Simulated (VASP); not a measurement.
Here is a VASP 6.6.1 calculation.

Contents of INCAR:

```
SYSTEM = CaLa
ALGO = Normal ; EDIFF = 1E-6
ENCUT = 520 ; GGA = PS
ISIF = 2 ; ISMEAR = 1
LASPH = .TRUE. ; LCHARG = .TRUE.
LELF = .TRUE. ; LREAL = .FALSE.
LVHAR = .TRUE. ; LWAVE = .FALSE.
NBANDS = 18 ; NELM = 60
PREC = Accurate ; SIGMA = 0.1
```

Contents of KPOINTS:

```
k-points
0
G
  9 9 5
  0 0 0
```

The input POSCAR:

```
CaLa
1.0
    3.7769600000      0.0000000000      0.0000000000
   -1.8884800000      3.2709433091      0.0000000000
    0.0000000000      0.0000000000      6.2999640000
Ca La
1 1
Direct
    0.0000000000      0.0000000000      0.5000000000
    0.6666666667      0.3333333333      0.0000000000
```

Potentials or basis: VASP PAW PBE potentials, release 64 (Ca_sv, La).

Command:

```sh
$ cat potpaw_PBE.64/Ca_sv/POTCAR potpaw_PBE.64/La/POTCAR > POTCAR
$ mpirun -np 1 vasp_std > vasp.out
```

Task: Estimate the pressure.

Result: -1.2 GPa.

Stress tensor (GPa, compression positive):
```
-1.29  0.00  0.00
 0.00 -1.29  0.00
 0.00  0.00 -1.16
```

Caveat: the PAW data sets were made with another functional, which shifts forces and pressure a little.
